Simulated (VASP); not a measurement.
KCl: single point with PBE

Crystal: KCl.

```
K Cl
1.0
     3.95437    0.00000    0.00000
     0.00000    3.95437    0.00000
     0.00000    0.00000    3.89678
K Cl
1 1
Direct
  0.00000 0.00000 0.00000
  0.50000 0.50000 0.50000
```

This cell differs from its parent crystal: strain +0.030 along x and y, +0.015 along z.

```
Program             : VASP 6.6.1
Task                : single point
Functional          : PBE
Potentials or basis : VASP PAW PBE potentials, release 64 (K_sv, Cl)
Cutoff              : 520 eV
k mesh              : 6 × 6 × 6
Occupations         : gaussian, width 0.05 eV
Spin                : no spin polarisation
```

```yaml
Pressure: -1.2 GPa
Band_gap_on_the_k_mesh: 4.47 eV (least direct gap 4.64 eV)
```

Stress tensor (GPa, compression positive):
```
-1.39  0.00  0.00
 0.00 -1.39  0.00
 0.00  0.00 -0.82
```

Levels at points of the mesh, in eV from the valence-band top:
```tsv
k point	band 6	band 7	band 8	band 9	band 10	band 11
(0.00, 0.00, 0.00)	-0.25	-0.25	-0.18	4.47	6.54	6.60
(0.50, 0.00, 0.00)	-1.61	-0.25	-0.17	7.31	7.71	7.83
(0.50, 0.50, 0.00)	-1.12	-1.12	0.00	6.04	7.21	8.90
(0.00, 0.00, 0.50)	-1.61	-0.23	-0.23	7.31	7.83	7.84
(0.50, 0.00, 0.50)	-1.13	-1.10	-0.06	6.09	7.10	8.75
(0.50, 0.50, 0.50)	-1.20	-1.18	-1.18	8.52	8.52	8.55
```

It took 20 s on 1 thread of Intel(R) Xeon(R) Platinum 8375C CPU @ 2.90GHz (Ice Lake), with other jobs on the host, peak memory 0.18 GiB.

Caveat: the cell differs from its parent crystal (strain +0.030 along x and y, +0.015 along z). A k mesh can miss the band edges.
